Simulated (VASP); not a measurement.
# Na (Cmmm) in VASP: single point with PBE

Aim: the single point of Na with PBE.

All numbers are computed with VASP 6.6.1; they aren't measurements. Logs are shortened: lines on timing, memory, paths and dates and some standing lists are left out, and cuts for length are marked.

## (1) The cell of the first run

It takes space group Cmmm (No. 65, orthorhombic). The conventional cell has a = 6.420 Å, b = 9.658 Å, c = 7.397 Å, α = 90.00°, β = 90.00°, γ = 90.00°. Within 4.2 Å of Na (site symmetry 2) lie 6 Na at 3.21 to 4.00 Å. Na (site symmetry mmm) has 8 Na at 3.36 Å within 4.4 Å.

## (2) Single point, PBE (K replaced by Na, lengths x 0.891, strained)

Input file INCAR:

```
SYSTEM = Na
ALGO = Normal
EDIFF = 1E-6
ENCUT = 520
GGA = PE
ISIF = 2
ISMEAR = 0
LASPH = .True.
LCHARG = .False.
LREAL = .False.
LWAVE = .False.
NBANDS = 26
NELM = 100
PREC = Accurate
SIGMA = 0.1
```

Input file KPOINTS:

```
k-points
0
Gamma
  4 4 4
  0 0 0
```

Input file POSCAR:

```
Na
1.0
    3.2098651213     -4.8288302335      0.0000000000
    3.2098651213      4.8288302335      0.0000000000
    0.0000000000      0.0000000000      7.3971415444
Na
5
Direct
    0.5000000000      0.0000000000      0.2299563645
    0.0000000000      0.5000000000      0.7700436355
    0.0000000000      0.5000000000      0.2299563645
    0.5000000000      0.0000000000      0.7700436355
    0.0000000000      0.0000000000      0.0000000000
```

Potentials or basis: VASP PAW PBE potentials, release 64 (Na_pv).

The run is started by

```bash
> cat potpaw_PBE.64/Na_pv/POTCAR > POTCAR
> mpirun -np 1 vasp_std > vasp.out
```

OUTCAR:

```text
SYSTEM = Na
   EDIFF = 1E-6
   ENCUT = 520
   GGA = PE
   ISIF = 2
   ISMEAR = 0
   LASPH = .True.
   LREAL = .False.
   NELM = 100
   PREC = Accurate

 ion  position               nearest neighbor table
   1  0.500  0.000  0.230-
   2  0.000  0.500  0.770-
   3  0.000  0.500  0.230-
   4  0.500  0.000  0.770-
   5  0.000  0.000  0.000-

  LATTYP: Found a base centered orthorhombic cell.
 ALAT       =     6.4197302426
 B/A-ratio  =     1.5043716951
 C/A-ratio  =     1.1522511484

  Lattice vectors:

 A1 = (   3.2098651213,  -4.8288302335,   0.0000000000)
 A2 = (   3.2098651213,   4.8288302335,   0.0000000000)
 A3 = (   0.0000000000,   0.0000000000,   7.3971415444)

Analysis of symmetry for initial positions (statically):
=====================================================================
 Subroutine PRICEL returns:
 Original cell was already a primitive cell.

 Routine SETGRP: Setting up the symmetry group for a
 base centered orthorhombic supercell.

 Subroutine GETGRP returns: Found  8 space group operations
 (whereof  8 operations were pure point group operations)
 out of a pool of  8 trial point group operations.

The static configuration has the point symmetry D_2h.

Analysis of symmetry for dynamics (positions and initial velocities):
=====================================================================
 Subroutine PRICEL returns:
 Original cell was already a primitive cell.

 Routine SETGRP: Setting up the symmetry group for a
 base centered orthorhombic supercell.

 Subroutine GETGRP returns: Found  8 space group operations
 (whereof  8 operations were pure point group operations)
 out of a pool of  8 trial point group operations.

The dynamic configuration has the point symmetry D_2h.

 Subroutine INISYM returns: Found  8 space group operations
 (whereof  8 operations are pure point group operations),
 and found     1 'primitive' translations

----------------------------------------------------------------------------------------

                                     Primitive cell

  volume of cell :     229.3098

  direct lattice vectors                    reciprocal lattice vectors
     3.209865121 -4.828830233  0.000000000     0.155769785 -0.103544746  0.000000000
     3.209865121  4.828830233  0.000000000     0.155769785  0.103544746  0.000000000
     0.000000000  0.000000000  7.397141544     0.000000000  0.000000000  0.135187355

  length of vectors
     5.798347654  5.798347654  7.397141544     0.187044755  0.187044755  0.135187355

  position of ions in fractional coordinates (direct lattice)
     0.500000000  0.000000000  0.229956364
     0.000000000  0.500000000  0.770043636
     0.000000000  0.500000000  0.229956364
     0.500000000  0.000000000  0.770043636
     0.000000000  0.000000000  0.000000000

  ion indices of the primitive-cell ions
   primitive index   ion index
                 1           1
                 2           2
                 3           3
                 4           4
                 5           5

----------------------------------------------------------------------------------------

 KPOINTS: k-points

Automatic generation of k-mesh.
 Grid dimensions read from file:
 generate k-points for:    4    4    4

 Generating k-lattice:

  Cartesian coordinates                     Fractional coordinates (reciprocal lattice)
     0.038942446 -0.025886186  0.000000000     0.250000000  0.000000000  0.000000000
     0.038942446  0.025886186  0.000000000     0.000000000  0.250000000  0.000000000
     0.000000000  0.000000000  0.033796839     0.000000000  0.000000000  0.250000000

  Length of vectors
     0.046761189  0.046761189  0.033796839

  Shift w.r.t. Gamma in fractional coordinates (k-lattice)
     0.000000000  0.000000000  0.000000000

 Subroutine IBZKPT returns following result:
 ===========================================

 Found     21 irreducible k-points:

 Following reciprocal coordinates:
            Coordinates               Weight
  0.000000  0.000000  0.000000      1.000000
  0.250000 -0.000000  0.000000      4.000000
  0.500000 -0.000000  0.000000      2.000000
  0.250000  0.250000  0.000000      2.000000
  0.500000  0.250000  0.000000      4.000000
 -0.250000  0.250000  0.000000      2.000000
[... 13 lines left out ...]
 -0.250000  0.250000  0.500000      2.000000
  0.500000  0.500000  0.500000      1.000000
   k-points           NKPTS =     21   k-points in BZ     NKDIM =     21   number of bands    NBANDS=     26
   number of dos      NEDOS =    301   number of ions     NIONS =      5
   total plane-waves  NPLWV = 129024
   dimension x,y,z NGX =    48 NGY =   48 NGZ =   56
   dimension x,y,z NGXF=    96 NGYF=   96 NGZF=  112
   ions per type =               5
   NGX,Y,Z   is equivalent  to a cutoff of  13.76, 13.76, 12.59 a.u.
   NGXF,Y,Z  is equivalent  to a cutoff of  27.52, 27.52, 25.17 a.u.
 SYSTEM =  Na
   PREC   = accura    normal or accurate (medium, high low for compatibility)
   ISTART =      0    job   : 0-new  1-cont  2-samecut
   ICHARG =      2    charge: 1-file 2-atom 10-const
   ISPIN  =      1    spin polarized calculation?
   LNONCOLLINEAR =      F non collinear calculations
   LSORBIT =      F    spin-orbit coupling
   LASPH  =      T    aspherical Exc in radial PAW
   ENCUT  =  520.0 eV  38.22 Ry    6.18 a.u.  10.78 10.78 13.75*2*pi/ulx,y,z
   NELM   =    100;   NELMIN=  2; NELMDL= -5     # of ELM steps
   EDIFF  = 0.1E-05   stopping-criterion for ELM
   LREAL  =      F    real-space projection
   EDIFFG = 0.1E-04   stopping-criterion for IOM
   NSW    =      0    number of steps for IOM
   IBRION =     -1    ionic relax: 0-MD 1-quasi-New 2-CG
   NFREE  =      0    steps in history (QN), initial steepest desc. (CG)
   ISIF   =      2    stress and relaxation
   ISYM   =      2    0-nonsym 1-usesym 2-fastsym
   POTIM  = 0.5000    time-step for ionic-motion
   TEBEG  =    0.0;   TEEND  =   0.0 temperature during run
   PSTRESS=    0.0 pullay stress
   NELECT =      35.0000    total number of electrons
   NUPDOWN=      -1.0000    fix difference up-down
   EMIN   =  10.00;   EMAX   =-10.00  energy-range for DOS
   EFERMI =   0.00;   METHOD = LEGACY
   ISMEAR =     0;   SIGMA  =   0.10  broadening in eV -4-tet -1-fermi 0-gaus
   EFERMI_NEDOS =   21; number of points for ismear=-14 and -15
   IALGO  =     38    algorithm
   IMIX   =      4    mixing-type and parameters
     AMIX     =   0.40;   BMIX     =  1.00
     AMIX_MAG =   1.60;   BMIX_MAG =  1.00
  volume/ion in A,a.u.               =      45.86       309.49
  Fermi-wavevector in a.u.,A,eV,Ry     =   0.874896  1.653314 10.414494  0.765444
  Thomas-Fermi vector in A             =   1.994492
   LORBIT       =      0    0 simple, 1 ext, 2 COOP (PROOUT), +10 PAW based schemes
   GGA     = PE    functional components
   LHFCALC =     F    Hartree Fock is set to
   AEXX    =    0.0000 exact exchange contribution
   IVDW    =     0    specifies the selected vdW correction
   LEPSILON=     F    determine dielectric tensor
   LRPA    =     F    only Hartree local field effects (RPA)
 non-spin polarized calculation
 Gauss-broadening in eV      SIGMA  =   0.10
  energy-cutoff  :      520.00
  volume of cell :      229.31
 maximum number of plane-waves:      6222
 NGX is ok and might be reduce to    48
   NGX = 21   NGY = 21   NGZ = 27

 number of electron      34.9999985 magnetization

 Free energy of the ion-electron system (eV)
  ---------------------------------------------------
  ext. energy  EPLUGINS =         0.00000000
  ---------------------------------------------------
  free energy    TOTEN  =        -5.34593910 eV

  energy without entropy =       -5.32370495  energy(sigma->0) =       -5.33482202

 E-fermi :  -0.1805     XC(G=0):  -5.8443

 val. band max:       -0.2103656882   @ k =   0.2500   0.2500   0.0000
 cond. band min:      -0.1714174710   @ k =   0.0000   0.0000   0.0000
 fundamental gap:      0.0389482172
 Fermi energy:        -0.1805211808

 k-point     1 :       0.0000    0.0000    0.0000
  band No.  band energies     occupation
      1     -25.4784      2.00000
      2     -25.4722      2.00000
      3     -25.4325      2.00000
      4     -25.4292      2.00000
      5     -25.4250      2.00000
      6     -25.4235      2.00000
[... 18 lines left out ...]
     25       3.7500      0.00000
     26       4.1863      0.00000

 k-point     2 :       0.2500   -0.0000    0.0000
  band No.  band energies     occupation
      1     -25.4661      2.00000
      2     -25.4608      2.00000
      3     -25.4309      2.00000
      4     -25.4280      2.00000
      5     -25.4244      2.00000
      6     -25.4237      2.00000
[... 18 lines left out ...]
     25       3.9901      0.00000
     26       4.4636      0.00000

 k-point     3 :       0.5000   -0.0000    0.0000
  band No.  band energies     occupation
      1     -25.4376      2.00000
      2     -25.4355      2.00000
      3     -25.4332      2.00000
      4     -25.4325      2.00000
      5     -25.4281      2.00000
      6     -25.4263      2.00000
[... 18 lines left out ...]
     25       4.1583      0.00000
     26       4.3264      0.00000

 k-point     4 :       0.2500    0.2500    0.0000
  band No.  band energies     occupation
      1     -25.4374      2.00000
      2     -25.4356      2.00000
      3     -25.4332      2.00000
      4     -25.4324      2.00000
      5     -25.4275      2.00000
      6     -25.4270      2.00000
[... 18 lines left out ...]
     25       3.7369      0.00000
     26       4.0659      0.00000
[... 409 lines left out ...]
      1     -25.4641      2.00000
      2     -25.4621      2.00000
      3     -25.4290      2.00000
      4     -25.4277      2.00000
      5     -25.4257      2.00000
      6     -25.4210      2.00000
[... 18 lines left out ...]
     25       4.0765      0.00000
     26       4.0854      0.00000

 k-point    20 :      -0.2500    0.2500    0.5000
  band No.  band energies     occupation
      1     -25.4767      2.00000
      2     -25.4734      2.00000
      3     -25.4313      2.00000
      4     -25.4278      2.00000
      5     -25.4256      2.00000
      6     -25.4213      2.00000
[... 18 lines left out ...]
     25       3.4839      0.00000
     26       4.3379      0.00000

 k-point    21 :       0.5000    0.5000    0.5000
  band No.  band energies     occupation
      1     -25.4756      2.00000
      2     -25.4741      2.00000
      3     -25.4300      2.00000
      4     -25.4287      2.00000
      5     -25.4282      2.00000
      6     -25.4188      2.00000
[... 18 lines left out ...]
     25       4.3105      0.00000
     26       4.9635      0.00000

------------------------ aborting loop because EDIFF is reached ----------------------------------------

  FORCE on cell =-STRESS in cart. coord.  units (eV):
  Direction    XX          YY          ZZ          XY          YZ          ZX
  --------------------------------------------------------------------------------------
  -------------------------------------------------------------------------------------
  Total        2.4958091      0.3775951     -0.0091353      0.0000000      0.0000000      0.0000000
  in kB       17.4381053      2.6382398     -0.0638282      0.0000000      0.0000000      0.0000000
  external PRESSURE =       6.6708390 kB  Pullay stress =       0.0000000 kB

 VOLUME and BASIS-vectors are now :
 -----------------------------------------------------------------------------
  energy-cutoff  :      520.00
  volume of cell :      229.31
      direct lattice vectors                 reciprocal lattice vectors
     3.209865121 -4.828830233  0.000000000     0.155769785 -0.103544746  0.000000000
     3.209865121  4.828830233  0.000000000     0.155769785  0.103544746  0.000000000
     0.000000000  0.000000000  7.397141544     0.000000000  0.000000000  0.135187355

 POSITION                                       TOTAL-FORCE (eV/Angst)
 -----------------------------------------------------------------------------------
      1.60493     -2.41442      1.70102        -0.000000     -0.000000      0.289070
      1.60493      2.41442      5.69612         0.000000      0.000000     -0.289070
      1.60493      2.41442      1.70102        -0.000000     -0.000000      0.289070
      1.60493     -2.41442      5.69612         0.000000      0.000000     -0.289070
      0.00000      0.00000      0.00000         0.000000      0.000000     -0.000000
 -----------------------------------------------------------------------------------
    total drift:                                0.000000     -0.000000      0.000000

  FREE ENERGIE OF THE ION-ELECTRON SYSTEM (eV)
  ---------------------------------------------------
  free  energy   TOTEN  =        -5.3459391030 eV

  energy  without entropy=       -5.3237049469  energy(sigma->0) =       -5.33482202
```

Run time: 1.9 min. Hardware: 1 thread of Intel Xeon Platinum 8259CL at 2.50GHz (Skylake/Cascade Lake), shared host; peak memory 0.36 GiB.

Results:

```yaml
Free_energy: -5.3459 eV
Pressure: 0.7 GPa
Largest_force: 0.289 eV/Å
```

Forces in eV/Å, atoms in the order of the input:
```
Na   0.000  0.000  0.289
Na   0.000  0.000 -0.289
Na   0.000  0.000  0.289
Na   0.000  0.000 -0.289
Na   0.000  0.000  0.000
```

Stress tensor (GPa, compression positive):
```
 1.74  0.00  0.00
 0.00  0.26  0.00
 0.00  0.00 -0.01
```

Caveat: the cell differs from its parent crystal (K replaced by Na, lengths x 0.891, strained).
